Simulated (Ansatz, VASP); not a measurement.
KF in VASP and in Ansatz

INCAR

```
PREC = Accurate
ENCUT = 520
EDIFF = 1E-6
ISMEAR = 0
SIGMA = 0.05
LREAL = F
LASPH = T
NELM = 60
ALGO = Normal
ISIF = 2
LWAVE = F
LCHARG = F
GGA = PS
NBANDS = 15
```

Contents of KPOINTS:

```
regular mesh
0
Gamma
  8 8 8
```

The input POSCAR:

```
KF
1.0
    3.5196714000      0.0000000000      0.0000000000
    0.0000000000      3.5196714000      0.0000000000
    0.0000000000      0.0000000000      3.1285968000
K F
1 1
Direct
    0.0000000000      0.0000000000      0.0000000000
    0.5000000000      0.5000000000      0.5000000000
```

Input for Ansatz:

```yaml
crystal:
  lattice:
    - [3.5196714, 0.0, 0.0]
    - [0.0, 3.5196714, 0.0]
    - [0.0, 0.0, 3.1285968]
  atoms:
    - { symbol: K, position: [0.0, 0.0, 0.0] }
    - { symbol: F, position: [0.5, 0.5, 0.5] }
basis:
  ecutwfc: 420
kpoints:
  mp_grid: { grid: [8, 8, 8] }
hamiltonian:
  xc: pbesol
scf:
  occupations: { method: gaussian, width: 0.05 }
output:
  forces: true
  stress: true
  eigenvalues: true
```

Change from the starting cell: strain +0.080 along x and y, -0.040 along z, atoms carried along.

Alike in both runs: task single point; functional PBEsol; k mesh 8 × 8 × 8; occupations gaussian, width 0.05 eV; no spin polarisation.

|  | VASP | Ansatz |
| --- | --- | --- |
| version | VASP 6.6.1 | Ansatz 0.2.0 |
| potentials or method | VASP PAW PBE potentials, release 64 (K_sv, F), cutoff 520 eV | scalar-relativistic, plane waves, PAW |
| valence electrons in the cell | 16 | 16 |

```csv
,VASP,Ansatz,Ansatz less VASP
gap on the k mesh at the Fermi level (eV),5.07,5.08,+0.014
least direct gap on the mesh (eV),5.11,5.12,+0.014
pressure (GPa),-4.6,-4.5,+0.06
"traceless stress, the component that is largest in VASP (GPa)",5.82,5.82,-0.004
```

VASP's potentials were made for PBE, not for PBEsol. The functional is the same, so the differences come from potentials, cutoffs and numerics.
